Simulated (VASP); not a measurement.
NbTe: single point with PBE

Crystal: NbTe.

```
Nb Te
1.0
     3.42570    0.00000    0.00000
     0.00000    3.42570    0.00000
     0.00000    0.00000    3.42570
Nb Te
1 1
Direct
  0.50000 0.50000 0.50000
  0.00000 0.00000 0.00000
```

```yaml
Program: VASP 6.6.1
Task: single point
Functional: PBE
Potentials_or_basis: VASP PAW PBE potentials, release 64 (Nb_sv, Te)
Cutoff: 520 eV
k_mesh: 8 × 8 × 8
Occupations: gaussian, width 0.016 eV
Spin: no spin polarisation
```

```
Pressure : -0.3 GPa
```

Levels at points of the mesh, in eV from the Fermi level:
| k point | band 7 | band 8 | band 9 | band 10 | band 11 | band 12 |
| --- | --- | --- | --- | --- | --- | --- |
| (0.00, 0.00, 0.00) | -2.65 | -1.20 | -1.20 | -1.20 | 1.07 | 1.07 |
| (0.50, 0.00, 0.00) | -2.79 | -2.79 | -1.90 | 1.22 | 2.28 | 4.52 |
| (0.50, 0.50, 0.00) | -5.53 | -2.60 | -0.35 | -0.35 | 0.62 | 1.21 |
| (0.50, 0.50, 0.50) | -6.42 | -6.42 | 2.06 | 2.06 | 2.06 | 2.61 |

Wall time 40 s on 1 thread of Intel Xeon 8259CL (shared host), peak memory 0.17 GiB.

Caveat: spin-orbit coupling is left out, which moves the levels of the heavy elements.
